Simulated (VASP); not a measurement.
# S (I4/mmm) in VASP: further runs

Runs on S. Level: PBEsol. Tasks: single point.

All numbers are computed with VASP 6.6.1; they aren't measurements. Logs are shortened: lines on timing, memory, paths and dates and some standing lists are left out, and cuts for length are marked.

**1. The cell of the first run**

Symmetry: I4/mmm, No. 139, tetragonal system. The conventional cell has a = 2.654 Å, b = 2.654 Å, c = 4.504 Å, α = 90.00°, β = 90.00°, γ = 90.00°. Within 3.5 Å of S (site symmetry 4/mmm) lie 12 S at 2.65 to 2.93 Å.

**2. Single point, PBEsol**

The input, INCAR:

```
SYSTEM = S
ALGO = Normal
EDIFF = 1E-6
ENCUT = 520
GGA = PS
ISIF = 2
ISMEAR = 0
LASPH = .True.
LCHARG = .False.
LREAL = .False.
LWAVE = .False.
NBANDS = 9
NELM = 80
PREC = Accurate
SIGMA = 0.15
```

The input, KPOINTS:

```
k-points
0
Gamma
  22 22 22
  0 0 0
```

The input, POSCAR:

```
S
1.0
    0.0000000000      1.8767555279      2.2521066335
    1.8767555279      0.0000000000      2.2521066335
    1.8767555279      1.8767555279      0.0000000000
S
1
Direct
    0.0000000000      0.0000000000      0.0000000000
```

Potentials or basis: VASP PAW PBE potentials, release 64 (S).

On the command line:

```sh
> cat potpaw_PBE.64/S/POTCAR > POTCAR
> mpirun -np 1 vasp_std > vasp.out
```

OUTCAR:

```text
SYSTEM = S
   EDIFF = 1E-6
   ENCUT = 520
   GGA = PS
   ISIF = 2
   ISMEAR = 0
   LASPH = .True.
   LREAL = .False.
   NELM = 80
   PREC = Accurate

 ion  position               nearest neighbor table
   1  0.000  0.000  0.000-

  LATTYP: Found a body centered tetragonal cell.
 ALAT       =     2.6541331208
 C/A-ratio  =     1.6970562749

  Lattice vectors:

 A1 = (  -1.8767555279,   0.0000000000,   2.2521066335)
 A2 = (   1.8767555279,   0.0000000000,   2.2521066335)
 A3 = (   0.0000000000,   1.8767555279,  -2.2521066335)

Analysis of symmetry for initial positions (statically):
=====================================================================
 Subroutine PRICEL returns:
 Original cell was already a primitive cell.

 Routine SETGRP: Setting up the symmetry group for a
 body centered tetragonal supercell.

 Subroutine GETGRP returns: Found 16 space group operations
 (whereof 16 operations were pure point group operations)
 out of a pool of 16 trial point group operations.

The static configuration has the point symmetry D_4h.

Analysis of symmetry for dynamics (positions and initial velocities):
=====================================================================
 Subroutine PRICEL returns:
 Original cell was already a primitive cell.

 Routine SETGRP: Setting up the symmetry group for a
 body centered tetragonal supercell.

 Subroutine GETGRP returns: Found 16 space group operations
 (whereof 16 operations were pure point group operations)
 out of a pool of 16 trial point group operations.

The dynamic configuration has the point symmetry D_4h.

 Subroutine INISYM returns: Found 16 space group operations
 (whereof 16 operations are pure point group operations),
 and found     1 'primitive' translations

----------------------------------------------------------------------------------------

                                     Primitive cell

  volume of cell :      15.8648

  direct lattice vectors                    reciprocal lattice vectors
     0.000000000  1.876755528  2.252106633    -0.266417225  0.266417225  0.222014354
     1.876755528  0.000000000  2.252106633     0.266417225 -0.266417225  0.222014354
     1.876755528  1.876755528  0.000000000     0.266417225  0.266417225 -0.222014354

  length of vectors
     2.931585851  2.931585851  2.654133121     0.437317561  0.437317561  0.437317561

  position of ions in fractional coordinates (direct lattice)
     0.000000000  0.000000000  0.000000000

  ion indices of the primitive-cell ions
   primitive index   ion index
                 1           1

----------------------------------------------------------------------------------------

 KPOINTS: k-points

Automatic generation of k-mesh.
 Grid dimensions read from file:
 generate k-points for:   22   22   22

 Generating k-lattice:

  Cartesian coordinates                     Fractional coordinates (reciprocal lattice)
    -0.012109874  0.012109874  0.010091562     0.045454545  0.000000000  0.000000000
     0.012109874 -0.012109874  0.010091562     0.000000000  0.045454545  0.000000000
     0.012109874  0.012109874 -0.010091562     0.000000000  0.000000000  0.045454545

  Length of vectors
     0.019878071  0.019878071  0.019878071

  Shift w.r.t. Gamma in fractional coordinates (k-lattice)
     0.000000000  0.000000000  0.000000000

 Subroutine IBZKPT returns following result:
 ===========================================

 Found    834 irreducible k-points:

 Following reciprocal coordinates:
            Coordinates               Weight
  0.000000  0.000000  0.000000      1.000000
  0.045455  0.000000  0.000000      8.000000
  0.090909  0.000000  0.000000      8.000000
  0.136364  0.000000  0.000000      8.000000
  0.181818 -0.000000  0.000000      8.000000
  0.227273  0.000000  0.000000      8.000000
[... 16 lines left out ...]
  0.500000  0.045455  0.000000      8.000000
 -0.454545  0.045455  0.000000      8.000000
 [... further k-points ...]
   k-points           NKPTS =    834   k-points in BZ     NKDIM =    834   number of bands    NBANDS=      9
   number of dos      NEDOS =    301   number of ions     NIONS =      1
   total plane-waves  NPLWV =  11520
   dimension x,y,z NGX =    24 NGY =   24 NGZ =   20
   dimension x,y,z NGXF=    48 NGYF=   48 NGZF=   40
   ions per type =               1
   NGX,Y,Z   is equivalent  to a cutoff of  13.61, 13.61, 12.53 a.u.
   NGXF,Y,Z  is equivalent  to a cutoff of  27.22, 27.22, 25.05 a.u.
 SYSTEM =  S
   PREC   = accura    normal or accurate (medium, high low for compatibility)
   ISTART =      0    job   : 0-new  1-cont  2-samecut
   ICHARG =      2    charge: 1-file 2-atom 10-const
   ISPIN  =      1    spin polarized calculation?
   LNONCOLLINEAR =      F non collinear calculations
   LSORBIT =      F    spin-orbit coupling
   LASPH  =      T    aspherical Exc in radial PAW
   ENCUT  =  520.0 eV  38.22 Ry    6.18 a.u.   5.45  5.45  4.93*2*pi/ulx,y,z
   NELM   =     80;   NELMIN=  2; NELMDL= -5     # of ELM steps
   EDIFF  = 0.1E-05   stopping-criterion for ELM
   LREAL  =      F    real-space projection
[... 7 lines left out ...]
   TEBEG  =    0.0;   TEEND  =   0.0 temperature during run
   PSTRESS=    0.0 pullay stress
   NELECT =       6.0000    total number of electrons
   NUPDOWN=      -1.0000    fix difference up-down
   EMIN   =  10.00;   EMAX   =-10.00  energy-range for DOS
   EFERMI =   0.00;   METHOD = LEGACY
   ISMEAR =     0;   SIGMA  =   0.15  broadening in eV -4-tet -1-fermi 0-gaus
   EFERMI_NEDOS =   21; number of points for ismear=-14 and -15
   IALGO  =     38    algorithm
   IMIX   =      4    mixing-type and parameters
     AMIX     =   0.40;   BMIX     =  1.00
     AMIX_MAG =   1.60;   BMIX_MAG =  1.00
  volume/ion in A,a.u.               =      15.86       107.06
  Fermi-wavevector in a.u.,A,eV,Ry     =   1.183897  2.237240 19.070080  1.401611
  Thomas-Fermi vector in A             =   2.320122
   LORBIT       =      0    0 simple, 1 ext, 2 COOP (PROOUT), +10 PAW based schemes
   GGA     = PS    functional components
   LHFCALC =     F    Hartree Fock is set to
   AEXX    =    0.0000 exact exchange contribution
   IVDW    =     0    specifies the selected vdW correction
   LEPSILON=     F    determine dielectric tensor
   LRPA    =     F    only Hartree local field effects (RPA)
 non-spin polarized calculation
 Gauss-broadening in eV      SIGMA  =   0.15
  energy-cutoff  :      520.00
  volume of cell :       15.86
 maximum number of plane-waves:       440
 NGX is ok and might be reduce to    24
   NGX = 11   NGY = 11   NGZ =  9

 number of electron       6.0000000 magnetization

 Free energy of the ion-electron system (eV)
  ---------------------------------------------------
  ext. energy  EPLUGINS =         0.00000000
  ---------------------------------------------------
  free energy    TOTEN  =        -3.41780497 eV

  energy without entropy =       -3.40814712  energy(sigma->0) =       -3.41297604

 E-fermi :   7.3881     XC(G=0): -11.2874

 val. band max:        7.3874545269   @ k =   0.2727  -0.0000   0.2273
 cond. band min:       7.3882294674   @ k =   0.4091   0.3182   0.0000
 fundamental gap:      0.0007749405
 Fermi energy:         7.3880505076

 k-point     1 :       0.0000    0.0000    0.0000
  band No.  band energies     occupation
      1      -9.3681      2.00000
      2      10.0213      0.00000
      3      10.7811      0.00000
      4      10.7811      0.00000
      5      18.0987      0.00000
      6      20.4586      0.00000
      7      20.7333      0.00000
      8      20.7333      0.00000
      9      22.0365      0.00000

 k-point     2 :       0.0455    0.0000    0.0000
  band No.  band energies     occupation
      1      -9.3184      2.00000
      2       9.9128      0.00000
      3      10.5218      0.00000
      4      10.7742      0.00000
      5      18.2448      0.00000
      6      20.3419      0.00000
      7      20.6616      0.00000
      8      20.8106      0.00000
      9      22.1273      0.00000

 k-point     3 :       0.0909    0.0000    0.0000
  band No.  band energies     occupation
      1      -9.1697      2.00000
      2       9.4223      0.00000
      3      10.0203      0.00000
      4      10.7552      0.00000
      5      18.5684      0.00000
      6      19.6656      0.00000
      7      20.9298      0.00000
      8      21.0340      0.00000
      9      22.4754      0.00000

 k-point     4 :       0.1364    0.0000    0.0000
  band No.  band energies     occupation
      1      -8.9238      2.00000
      2       8.3920      0.00000
      3       9.6559      0.00000
      4      10.7287      0.00000
      5      18.6478      0.00000
      6      19.0563      0.00000
      7      21.3737      0.00000
      8      21.3871      0.00000
      9      23.1480      0.00000
[... 205 lines left out ...]
 k-point    22 :       0.4545    0.0455    0.0000
  band No.  band energies     occupation
      1      -5.5562      2.00000
      2       0.5497      2.00000
      3       7.6410      0.01709
      4      10.5288      0.00000
      5      15.5469      0.00000
      6      18.7672      0.00000
      7      21.0100      0.00000
      8      25.5574      0.00000
      9      28.0167      0.00000

 k-point    23 :       0.5000    0.0455    0.0000
  band No.  band energies     occupation
      1      -5.1994      2.00000
      2       0.0182      2.00000
      3       7.5776      0.07399
      4      10.5964      0.00000
      5      15.4100      0.00000
      6      18.9003      0.00000
      7      20.7934      0.00000
      8      25.3253      0.00000
      9      28.2263      0.00000

 k-point    24 :      -0.4545    0.0455    0.0000
  band No.  band energies     occupation
      1      -5.1991      2.00000
      2       0.0136      2.00000
      3       7.5881      0.05932
      4      10.6645      0.00000
      5      15.3848      0.00000
      6      19.0454      0.00000
      7      20.7180      0.00000
      8      25.2026      0.00000
      9      27.9218      0.00000

 [... further k-points ...]

------------------------ aborting loop because EDIFF is reached ----------------------------------------

  FORCE on cell =-STRESS in cart. coord.  units (eV):
  Direction    XX          YY          ZZ          XY          YZ          ZX
  --------------------------------------------------------------------------------------
  -------------------------------------------------------------------------------------
  Total       -0.9403238     -0.9403238      0.4368361      0.0000000     -0.0000000      0.0000000
  in kB      -94.9628334    -94.9628334     44.1158578      0.0000000     -0.0000000      0.0000000
  external PRESSURE =     -48.6032697 kB  Pullay stress =       0.0000000 kB

 VOLUME and BASIS-vectors are now :
 -----------------------------------------------------------------------------
  energy-cutoff  :      520.00
  volume of cell :       15.86
      direct lattice vectors                 reciprocal lattice vectors
     0.000000000  1.876755528  2.252106633    -0.266417225  0.266417225  0.222014354
     1.876755528  0.000000000  2.252106633     0.266417225 -0.266417225  0.222014354
     1.876755528  1.876755528  0.000000000     0.266417225  0.266417225 -0.222014354

 POSITION                                       TOTAL-FORCE (eV/Angst)
 -----------------------------------------------------------------------------------
      0.00000      0.00000      0.00000         0.000000     -0.000000     -0.000000
 -----------------------------------------------------------------------------------
    total drift:                                0.000000     -0.000000     -0.000000

  FREE ENERGIE OF THE ION-ELECTRON SYSTEM (eV)
  ---------------------------------------------------
  free  energy   TOTEN  =        -3.4178049680 eV

  energy  without entropy=       -3.4081471177  energy(sigma->0) =       -3.41297604
```

It took 28 s on 1 thread of Intel Xeon Platinum 8559C (Emerald Rapids), shared host; peak memory 0.21 GiB.

What came out:

* Free energy: -3.4178 eV
* Pressure: -4.9 GPa
* Band gap on the k mesh: zero (band 3 reaches 10.78 eV, above the bottom of band 4 at 4.34 eV)

Stress tensor (GPa, compression positive):
```
-9.50  0.00  0.00
 0.00 -9.50  0.00
 0.00  0.00  4.41
```

Caveat: the PAW data sets were made with another functional, which shifts forces and pressure a little.

(Continued in part 2 of 2.)
